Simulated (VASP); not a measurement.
SnO2, 6 atoms in the cell. Symmetry: P4_2/mnm, No. 136, tetragonal system. The conventional cell has a = 4.742 Å, b = 4.742 Å, c = 3.054 Å, α = 90.00°, β = 90.00°, γ = 90.00°. Sn (site symmetry mmm) has 6 O at 2.01 to 2.04 Å within 2.7 Å. O (site symmetry m2m) has 3 Sn at 2.01 to 2.04 Å and 1 O at 2.62 Å within 2.7 Å. 

- Program: VASP 6.6.1
- Task: single point
- Functional: PBEsol
- Potentials or basis: VASP PAW PBE potentials, release 64 (Sn_d, O)
- Cutoff: 520 eV
- k mesh: 4 × 4 × 6
- Occupations: gaussian, width 0.05 eV
- Spin: non-collinear spin, zero start, spin-orbit coupling
- Starting moments: [[0.0, 0.0, 0.0], [0.0, 0.0, 0.0], [0.0, 0.0, 0.0], [0.0, 0.0, 0.0], [0.0, 0.0, 0.0], [0.0, 0.0, 0.0]] μB
- Dipole correction: no
- Further INCAR settings: ALGO = Normal; EDIFF = 1e-06; NBANDS = 68

Potentials or basis: VASP PAW PBE potentials, release 64 (Sn_d, O).

Launch:

```sh
$ cat potpaw_PBE.64/Sn_d/POTCAR potpaw_PBE.64/O/POTCAR > POTCAR
$ mpirun -np 1 vasp_ncl > vasp.out
```

Hardware: 1 thread of Oxide Virtual Turin-like Processor, with other jobs on the host.

How long does it take, and how much memory?

Run time: 6.3 min on 1 thread of Oxide Virtual Turin-like Processor, with other jobs on the host, peak memory 0.34 GiB. Counts: scf iterations 15, k points 24.
